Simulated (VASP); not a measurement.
# BN (P1) in VASP: notebook

The runs below take BN through single point, with r2SCAN.

Program: VASP 6.6.1. These are calculated values, not measurements. Logs are shortened: lines on timing, memory, paths and dates and some standing lists are left out, and cuts for length are marked.

### 1 The cell of the first run

The typed cell holds 4 atoms: a = 2.554 Å, b = 2.554 Å, c = 4.227 Å, α = 90.00°, β = 90.00°, γ = 120.00°.

### 2 Single point, r2SCAN (atom 3 (N) moved by (-0.200, -0.200) A along [1 1 0] and z)

Input file POSCAR:

```
BN
1.0
    2.5539396017      0.0000000000      0.0000000000
   -1.2769698009      2.2117765748      0.0000000000
    0.0000000000      0.0000000000      4.2268550000
B N
2 2
Direct
    0.6666666667      0.3333333333      0.9997240000
    0.3333333333      0.6666666667      0.4997240000
    0.5793227787      0.2693931696      0.5779594964
    0.3333333333      0.6666666667      0.1252760000
```

Input file INCAR.step1:

```
SYSTEM = BN
PREC     = Accurate       ! precision mode
ENCUT    = 520            ! plane-wave cutoff, eV
ISMEAR   = 0              ! smearing method
SIGMA    = 0.05           ! smearing width, eV
LREAL    = .False.        ! projectors in reciprocal space
LASPH    = .True.         ! aspherical terms in the spheres
NELM     = 100            ! most SCF steps
NBANDS   = 16             ! bands
GGA      = PE             ! functional
ALGO     = Normal         ! electronic algorithm
EDIFF    = 1E-4           ! SCF threshold, eV
LWAVE    = .True.         ! write WAVECAR
LCHARG   = .False.        ! write CHGCAR
```

Input file INCAR.step2:

```
SYSTEM = BN
PREC     = Accurate       ! precision mode
ENCUT    = 520            ! plane-wave cutoff, eV
EDIFF    = 1E-6           ! SCF threshold, eV
ISMEAR   = 0              ! smearing method
SIGMA    = 0.05           ! smearing width, eV
LREAL    = .False.        ! projectors in reciprocal space
LASPH    = .True.         ! aspherical terms in the spheres
NELM     = 100            ! most SCF steps
ALGO     = Normal         ! electronic algorithm
ISIF     = 2              ! what is computed and relaxed
LWAVE    = .False.        ! write WAVECAR
LCHARG   = .True.         ! write CHGCAR
METAGGA  = R2SCAN         ! meta-GGA
LMIXTAU  = .True.       
LELF     = .True.         ! ELF
LVHAR    = .True.       
NBANDS   = 16             ! bands
ISTART   = 1
```

Input file KPOINTS:

```
regular mesh
0
Gamma
  12 12 6
  0 0 0
```

Potentials or basis: VASP PAW PBE potentials, release 64 (B, N).

Started as:

```
> cat potpaw_PBE.64/B/POTCAR potpaw_PBE.64/N/POTCAR > POTCAR
> cp INCAR.step1 INCAR
> mpirun -np 1 vasp_std > vasp.out
> cp INCAR.step2 INCAR
> mpirun -np 1 vasp_std > vasp.out
```

OUTCAR:

```text
SYSTEM = BN
   PREC = Accurate
   ENCUT = 520
   EDIFF = 1E-6
   ISMEAR = 0
   LREAL = .False.
   LASPH = .True.
   NELM = 100
   ISIF = 2
   METAGGA = R2SCAN
   ISTART = 1

 ion  position               nearest neighbor table
   1  0.667  0.333  1.000-   4 1.57   4 1.57   4 1.57   3 1.79
   2  0.333  0.667  0.500-   3 1.38   3 1.47   4 1.58   3 1.70
   3  0.579  0.269  0.578-   2 1.38   2 1.47   2 1.70   1 1.79
   4  0.333  0.667  0.125-   1 1.57   1 1.57   1 1.57   2 1.58

  LATTYP: Found a hexagonal cell.
 ALAT       =     2.5539396017
 C/A-ratio  =     1.6550332659

  Lattice vectors:

 A1 = (   2.5539396017,   0.0000000000,   0.0000000000)
 A2 = (  -1.2769698009,   2.2117765748,   0.0000000000)
 A3 = (   0.0000000000,   0.0000000000,   4.2268550000)

Analysis of symmetry for initial positions (statically):
=====================================================================
 Subroutine PRICEL returns:
 Original cell was already a primitive cell.

 Routine SETGRP: Setting up the symmetry group for a
 hexagonal supercell.

 Subroutine GETGRP returns: Found  1 space group operations
 (whereof  1 operations were pure point group operations)
 out of a pool of 24 trial point group operations.

The static configuration has the point symmetry C_1 .

Analysis of symmetry for dynamics (positions and initial velocities):
=====================================================================
 Subroutine PRICEL returns:
 Original cell was already a primitive cell.

 Routine SETGRP: Setting up the symmetry group for a
 hexagonal supercell.

 Subroutine GETGRP returns: Found  1 space group operations
 (whereof  1 operations were pure point group operations)
 out of a pool of 24 trial point group operations.

The dynamic configuration has the point symmetry C_1 .

 Subroutine INISYM returns: Found  1 space group operations
 (whereof  1 operations are pure point group operations),
 and found     1 'primitive' translations

----------------------------------------------------------------------------------------

                                     Primitive cell

  volume of cell :      23.8764

  direct lattice vectors                    reciprocal lattice vectors
     2.553939602  0.000000000  0.000000000     0.391551938  0.226062617  0.000000000
    -1.276969801  2.211776575  0.000000000     0.000000000  0.452125233  0.000000000
     0.000000000  0.000000000  4.226855000     0.000000000  0.000000000  0.236582518

  length of vectors
     2.553939602  2.553939602  4.226855000     0.452125233  0.452125233  0.236582518

  position of ions in fractional coordinates (direct lattice)
     0.666666667  0.333333333  0.999724000
     0.333333333  0.666666667  0.499724000
     0.579322779  0.269393170  0.577959496
     0.333333333  0.666666667  0.125276000

  ion indices of the primitive-cell ions
   primitive index   ion index
                 1           1
                 2           2
                 3           3
                 4           4

----------------------------------------------------------------------------------------

 KPOINTS: regular mesh

Automatic generation of k-mesh.
 Grid dimensions read from file:
 generate k-points for:   12   12    6

 Generating k-lattice:

  Cartesian coordinates                     Fractional coordinates (reciprocal lattice)
     0.032629328  0.018838551  0.000000000     0.083333333  0.000000000  0.000000000
     0.000000000  0.037677103  0.000000000     0.000000000  0.083333333  0.000000000
     0.000000000  0.000000000  0.039430420     0.000000000  0.000000000  0.166666667

  Length of vectors
     0.037677103  0.037677103  0.039430420

  Shift w.r.t. Gamma in fractional coordinates (k-lattice)
     0.000000000  0.000000000  0.000000000

 Subroutine IBZKPT returns following result:
 ===========================================

 Found    436 irreducible k-points:

 Following reciprocal coordinates:
            Coordinates               Weight
  0.000000  0.000000  0.000000      1.000000
  0.083333  0.000000  0.000000      2.000000
  0.000000  0.083333  0.000000      2.000000
 -0.083333  0.083333  0.000000      2.000000
  0.166667  0.000000  0.000000      2.000000
  0.000000  0.166667  0.000000      2.000000
[... 16 lines left out ...]
  0.166667  0.083333  0.000000      2.000000
 -0.083333  0.250000  0.000000      2.000000
 [... further k-points ...]
   k-points           NKPTS =    436   k-points in BZ     NKDIM =    436   number of bands    NBANDS=     16
   number of dos      NEDOS =    301   number of ions     NIONS =      4
   total plane-waves  NPLWV =  12800
   dimension x,y,z NGX =    20 NGY =   20 NGZ =   32
   dimension x,y,z NGXF=    40 NGYF=   40 NGZF=   64
   ions per type =               2   2
   NGX,Y,Z   is equivalent  to a cutoff of  13.02, 13.02, 12.59 a.u.
   NGXF,Y,Z  is equivalent  to a cutoff of  26.04, 26.04, 25.17 a.u.
 SYSTEM =  BN
   PREC   = accura    normal or accurate (medium, high low for compatibility)
   ISTART =      1    job   : 0-new  1-cont  2-samecut
   ICHARG =      0    charge: 1-file 2-atom 10-const
   ISPIN  =      1    spin polarized calculation?
   LNONCOLLINEAR =      F non collinear calculations
   LSORBIT =      F    spin-orbit coupling
   LASPH  =      T    aspherical Exc in radial PAW
   ENCUT  =  520.0 eV  38.22 Ry    6.18 a.u.   4.75  4.75  7.86*2*pi/ulx,y,z
   NELM   =    100;   NELMIN=  2; NELMDL=  0     # of ELM steps
   EDIFF  = 0.1E-05   stopping-criterion for ELM
   LREAL  =      F    real-space projection
   EDIFFG = 0.1E-04   stopping-criterion for IOM
   NSW    =      0    number of steps for IOM
   IBRION =     -1    ionic relax: 0-MD 1-quasi-New 2-CG
   NFREE  =      0    steps in history (QN), initial steepest desc. (CG)
   ISIF   =      2    stress and relaxation
   ISYM   =      2    0-nonsym 1-usesym 2-fastsym
   POTIM  = 0.5000    time-step for ionic-motion
   TEBEG  =    0.0;   TEEND  =   0.0 temperature during run
   PSTRESS=    0.0 pullay stress
   NELECT =      16.0000    total number of electrons
   NUPDOWN=      -1.0000    fix difference up-down
   EMIN   =  10.00;   EMAX   =-10.00  energy-range for DOS
   EFERMI =   0.00;   METHOD = LEGACY
   ISMEAR =     0;   SIGMA  =   0.05  broadening in eV -4-tet -1-fermi 0-gaus
   EFERMI_NEDOS =   21; number of points for ismear=-14 and -15
   IALGO  =     38    algorithm
   IMIX   =      4    mixing-type and parameters
     AMIX     =   0.40;   BMIX     =  1.00
     AMIX_MAG =   1.60;   BMIX_MAG =  1.00
  volume/ion in A,a.u.               =       5.97        40.28
  Fermi-wavevector in a.u.,A,eV,Ry     =   1.432600  2.707222 27.923836  2.052344
  Thomas-Fermi vector in A             =   2.552210
   LORBIT       =      0    0 simple, 1 ext, 2 COOP (PROOUT), +10 PAW based schemes
   METAGGA = R2SCAN    functional components
   LHFCALC =     F    Hartree Fock is set to
   AEXX    =    0.0000 exact exchange contribution
   IVDW    =     0    specifies the selected vdW correction
   LEPSILON=     F    determine dielectric tensor
   LRPA    =     F    only Hartree local field effects (RPA)
 non-spin polarized calculation
 Gauss-broadening in eV      SIGMA  =   0.05
  energy-cutoff  :      520.00
  volume of cell :       23.88
 maximum number of plane-waves:       660
   NGX =  9   NGY =  9   NGZ = 15

 number of electron      15.9999999 magnetization

 Free energy of the ion-electron system (eV)
  ---------------------------------------------------
  ext. energy  EPLUGINS =         0.00000000
  ---------------------------------------------------
  free energy    TOTEN  =       -37.01616530 eV

  energy without entropy =      -37.01616530  energy(sigma->0) =      -37.01616530

 E-fermi :   8.2764     XC(G=0): -13.5698

 val. band max:        8.0555233152   @ k =   0.0000   0.0000   0.0000
 cond. band min:      13.0731562254   @ k =   0.5000   0.0000   0.3333
 fundamental gap:      5.0176329101
 Fermi energy:         8.2764453927

 k-point     1 :       0.0000    0.0000    0.0000
  band No.  band energies     occupation
      1     -14.2007      2.00000
      2      -9.8620      2.00000
      3      -3.7199      2.00000
      4       3.0768      2.00000
      5       5.7361      2.00000
      6       6.6300      2.00000
[... 8 lines left out ...]
     15      22.1527      0.00000
     16      24.7047      0.00000

 k-point     2 :       0.0833    0.0000    0.0000
  band No.  band energies     occupation
      1     -14.0472      2.00000
      2      -9.7423      2.00000
      3      -3.5641      2.00000
      4       2.8864      2.00000
      5       4.8922      2.00000
      6       6.4061      2.00000
[... 8 lines left out ...]
     15      22.5353      0.00000
     16      24.4813      0.00000

 k-point     3 :       0.0000    0.0833    0.0000
  band No.  band energies     occupation
      1     -14.0484      2.00000
      2      -9.7534      2.00000
      3      -3.5562      2.00000
      4       2.5976      2.00000
      5       5.3084      2.00000
      6       6.0829      2.00000
[... 8 lines left out ...]
     15      22.2751      0.00000
     16      24.5029      0.00000

 k-point     4 :      -0.0833    0.0833    0.0000
  band No.  band energies     occupation
      1     -14.0483      2.00000
      2      -9.7513      2.00000
      3      -3.5580      2.00000
      4       2.6405      2.00000
      5       5.2438      2.00000
      6       6.1729      2.00000
[... 8 lines left out ...]
     15      22.4236      0.00000
     16      24.5251      0.00000

 k-point     5 :       0.1667    0.0000    0.0000
  band No.  band energies     occupation
      1     -13.5933      2.00000
      2      -9.3978      2.00000
      3      -3.1063      2.00000
      4       2.3489      2.00000
      5       3.0221      2.00000
      6       5.3462      2.00000
[... 8 lines left out ...]
     15      23.4103      0.00000
     16      23.9387      0.00000

 k-point     6 :       0.0000    0.1667    0.0000
  band No.  band energies     occupation
      1     -13.5965      2.00000
      2      -9.4465      2.00000
      3      -3.0701      2.00000
      4       1.3522      2.00000
      5       4.2049      2.00000
      6       4.8672      2.00000
[... 8 lines left out ...]
     15      22.4475      0.00000
     16      24.4733      0.00000
[... 267 lines left out ...]
 k-point    21 :      -0.0833    0.1667    0.0000
  band No.  band energies     occupation
      1     -13.7471      2.00000
      2      -9.5516      2.00000
      3      -3.2272      2.00000
      4       1.6854      2.00000
      5       4.6480      2.00000
      6       5.1848      2.00000
[... 8 lines left out ...]
     15      22.3587      0.00000
     16      24.4939      0.00000

 k-point    22 :      -0.1667    0.0833    0.0000
  band No.  band energies     occupation
      1     -13.7442      2.00000
      2      -9.5177      2.00000
      3      -3.2520      2.00000
      4       2.2710      2.00000
      5       3.8563      2.00000
      6       5.6938      2.00000
[... 8 lines left out ...]
     15      23.1326      0.00000
     16      24.4050      0.00000

 k-point    23 :       0.1667    0.0833    0.0000
  band No.  band energies     occupation
      1     -13.1504      2.00000
      2      -9.0963      2.00000
      3      -2.6490      2.00000
      4       1.3405      2.00000
      5       2.1016      2.00000
      6       4.4073      2.00000
[... 8 lines left out ...]
     15      23.5851      0.00000
     16      24.5769      0.00000

 k-point    24 :      -0.0833    0.2500    0.0000
  band No.  band energies     occupation
      1     -13.1541      2.00000
      2      -9.1865      2.00000
      3      -2.5818      2.00000
      4       0.3591      2.00000
      5       3.2602      2.00000
      6       4.0070      2.00000
[... 8 lines left out ...]
     15      22.3768      0.00000
     16      25.1545      0.00000

 [... further k-points ...]

------------------------ aborting loop because EDIFF is reached ----------------------------------------

  FORCE on cell =-STRESS in cart. coord.  units (eV):
  Direction    XX          YY          ZZ          XY          YZ          ZX
  --------------------------------------------------------------------------------------
  -------------------------------------------------------------------------------------
  Total       -0.0104850      3.0507965      1.7598758     -0.9547993      0.5110541     -0.0842277
  in kB       -0.7035753    204.7173215    118.0927877    -64.0698103     34.2932167     -5.6519250
  external PRESSURE =     107.3688447 kB  Pullay stress =       0.0000000 kB

 VOLUME and BASIS-vectors are now :
 -----------------------------------------------------------------------------
  energy-cutoff  :      520.00
  volume of cell :       23.88
      direct lattice vectors                 reciprocal lattice vectors
     2.553939602  0.000000000  0.000000000     0.391551938  0.226062617  0.000000000
    -1.276969801  2.211776575  0.000000000     0.000000000  0.452125233  0.000000000
     0.000000000  0.000000000  4.226855000     0.000000000  0.000000000  0.236582518

 POSITION                                       TOTAL-FORCE (eV/Angst)
 -----------------------------------------------------------------------------------
      1.27697      0.73726      4.22569        -0.541278     -0.585203     -0.268315
     -0.00000      1.47452      2.11226        -2.112663     -4.196257     -3.387151
      1.13555      0.59584      2.44295         2.795540      4.980757      6.807808
     -0.00000      1.47452      0.52952        -0.141599     -0.199298     -3.152341
 -----------------------------------------------------------------------------------
    total drift:                                0.000252     -0.000281     -0.000609

  FREE ENERGIE OF THE ION-ELECTRON SYSTEM (eV)
  ---------------------------------------------------
  free  energy   TOTEN  =       -37.0161653001 eV

  energy  without entropy=      -37.0161653001  energy(sigma->0) =      -37.01616530
```

It took 5.1 min on 1 thread of Intel Xeon Platinum 8488C (Sapphire Rapids), shared host; peak memory 0.25 GiB.

Results:

* Free energy: -37.0162 eV
* Pressure: 10.7 GPa
* Largest force: 8.886 eV/Å
* Band gap on the k mesh: 5.02 eV (least direct gap 7.02 eV)

Forces on the atoms (eV/Å):
```
B   -0.541 -0.585 -0.268
B   -2.113 -4.196 -3.387
N    2.796  4.981  6.808
N   -0.142 -0.199 -3.152
```

Stress tensor (GPa, compression positive):
```
-0.07 -6.41 -0.57
-6.41 20.47  3.43
-0.57  3.43 11.81
```

Levels at points of the mesh, in eV from the valence-band top:
```tsv
k point	band 4	band 5	band 6	band 7	band 8	band 9	band 10	band 11	band 12	band 13
(0.00, 0.00, 0.00)	-4.98	-2.32	-1.43	-0.62	0.00	7.02	7.58	8.91	9.09	10.03
(0.50, 0.00, 0.00)	-8.72	-7.84	-7.10	-3.81	-3.41	5.68	6.75	10.31	11.77	12.38
(0.00, 0.50, 0.00)	-9.60	-7.11	-5.85	-5.12	-3.14	6.23	8.44	9.89	11.54	12.57
(0.50, 0.50, 0.00)	-9.33	-7.42	-5.90	-4.67	-3.24	5.85	7.79	9.85	11.35	12.70
(0.00, 0.00, 0.50)	-5.78	-4.67	-1.98	-1.86	-0.85	7.33	8.33	9.59	9.85	9.95
(0.50, 0.00, 0.50)	-10.57	-6.68	-4.67	-4.52	-3.37	5.26	6.67	8.99	10.11	14.06
(0.00, 0.50, 0.50)	-11.02	-5.16	-4.41	-4.15	-3.08	5.53	6.13	8.05	9.43	14.14
(0.50, 0.50, 0.50)	-10.96	-5.40	-4.53	-4.16	-3.01	5.56	5.85	8.05	9.34	14.18
```

Caveat: the cell differs from its parent crystal (atom 3 (N) moved by (-0.200, -0.200) A along [1 1 0] and z); the cell stands under pressure; the PAW data sets were made with another functional, which shifts forces and pressure a little. A k mesh can miss the band edges.

### 3 Single point, r2SCAN (atom 3 (N) moved by (-0.200, +0.000) A along [1 1 0] and z)

Edit POSCAR of step 2 so:

```diff
@@ -10,3 +10,3 @@
     0.3333333333      0.6666666667      0.4997240000
-    0.5793227787      0.2693931696      0.5779594964
+    0.5793227787      0.2693931696      0.6252760000
     0.3333333333      0.6666666667      0.1252760000
```

Input file INCAR.step1:

```
SYSTEM = BN
PREC = Accurate
ENCUT = 520
ISMEAR = 0
SIGMA = 0.05
LREAL = .False.
LASPH = .True.
NELM = 100
NBANDS = 16
GGA = PE
ALGO = Normal
EDIFF = 1E-4
LWAVE = .True.
LCHARG = .False.
```

Input file INCAR.step2:

```
SYSTEM = BN
PREC = Accurate
ENCUT = 520
EDIFF = 1E-7
ISMEAR = 0
SIGMA = 0.05
LREAL = .False.
LASPH = .True.
NELM = 100
ALGO = Normal
ISIF = 2
LWAVE = .False.
LCHARG = .False.
METAGGA = R2SCAN
LMIXTAU = .True.
NBANDS = 16
ISTART = 1
```

KPOINTS is that of step 2.

Potentials or basis: VASP PAW PBE potentials, release 64 (B, N).

Started as:

```
> cat potpaw_PBE.64/B/POTCAR potpaw_PBE.64/N/POTCAR > POTCAR
> cp INCAR.step1 INCAR
> mpirun -np 1 vasp_std > vasp.out
> cp INCAR.step2 INCAR
> mpirun -np 1 vasp_std > vasp.out
```

It took 5.7 min on 1 thread of Intel Xeon Platinum 8488C (Sapphire Rapids), shared host; peak memory 0.24 GiB.

Results (log left out):

| Property | Result |
| --- | --- |
| Free energy | -37.8358 eV |
| Pressure | 1.4 GPa |
| Largest force | 4.187 eV/Å |
| Band gap on the k mesh | 4.84 eV (least direct gap 7.81 eV) |

Forces on the atoms (eV/Å):
```
B   -0.661 -0.712 -0.082
B   -1.319 -2.722 -0.856
N    2.043  3.536  0.925
N   -0.063 -0.102  0.013
```

Stress tensor (GPa, compression positive):
```
-0.84 -0.97 -1.38
-0.97  7.07  1.94
-1.38  1.94 -2.03
```

Levels at points of the mesh, in eV from the valence-band top:
```tsv
k point	band 4	band 5	band 6	band 7	band 8	band 9	band 10	band 11	band 12	band 13
(0.00, 0.00, 0.00)	-4.01	-2.28	-1.31	-0.97	0.00	7.81	8.37	8.70	9.06	10.11
(0.50, 0.00, 0.00)	-8.49	-8.05	-6.33	-4.25	-3.30	6.16	6.44	10.55	11.08	12.74
(0.00, 0.50, 0.00)	-9.39	-7.47	-5.93	-5.49	-2.57	6.33	8.49	10.50	11.61	12.98
(0.50, 0.50, 0.00)	-9.02	-7.82	-5.75	-5.29	-2.66	5.98	7.84	10.32	11.35	13.01
(0.00, 0.00, 0.50)	-6.64	-3.46	-1.98	-1.95	-0.45	7.64	9.27	9.58	9.82	10.02
(0.50, 0.00, 0.50)	-10.47	-5.54	-4.68	-4.62	-4.38	5.97	6.57	9.37	10.32	14.31
(0.00, 0.50, 0.50)	-11.18	-4.88	-4.56	-4.35	-3.51	6.02	6.56	8.93	10.01	14.38
(0.50, 0.50, 0.50)	-11.13	-5.20	-4.68	-4.32	-3.34	5.69	6.47	8.94	9.84	14.25
```

Caveat: the cell differs from its parent crystal (atom 3 (N) moved by (-0.200, +0.000) A along [1 1 0] and z); the PAW data sets were made with another functional, which shifts forces and pressure a little. A k mesh can miss the band edges.

(Part 1 of 2 ends here.)
